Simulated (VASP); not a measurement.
Input of a VASP 6.6.1 run:

Contents of INCAR:

```
PREC = Accurate ; ENCUT = 520
EDIFF = 1E-7 ; ISMEAR = -1
SIGMA = 0.05 ; LREAL = F
LASPH = T ; NELM = 100
ALGO = Normal ; ISIF = 2
LWAVE = F ; LCHARG = T
GGA = RE ; LELF = T
LVHAR = T ; NBANDS = 10
```

KPOINTS

```
Automatic mesh
0
Gamma
  17 17 17
```

Contents of POSCAR:

```
Ir
1.0
    2.4065954278      0.0000000000      0.0000000000
    0.0000000000      2.4065954278      0.0000000000
    0.0000000000      0.0000000000      2.4065954278
Ir
1
Direct
    0.0000000000      0.0000000000      0.0000000000
```

Potentials or basis: VASP PAW PBE potentials, release 64 (Ir).

Launch:

```console
$ cat potpaw_PBE.64/Ir/POTCAR > POTCAR
$ mpirun -np 1 vasp_std > vasp.out
```

Problem. What does it give for the pressure?

Solution. 82.4 GPa.

Caveat: the PAW data sets were made with another functional, which shifts forces and pressure a little.
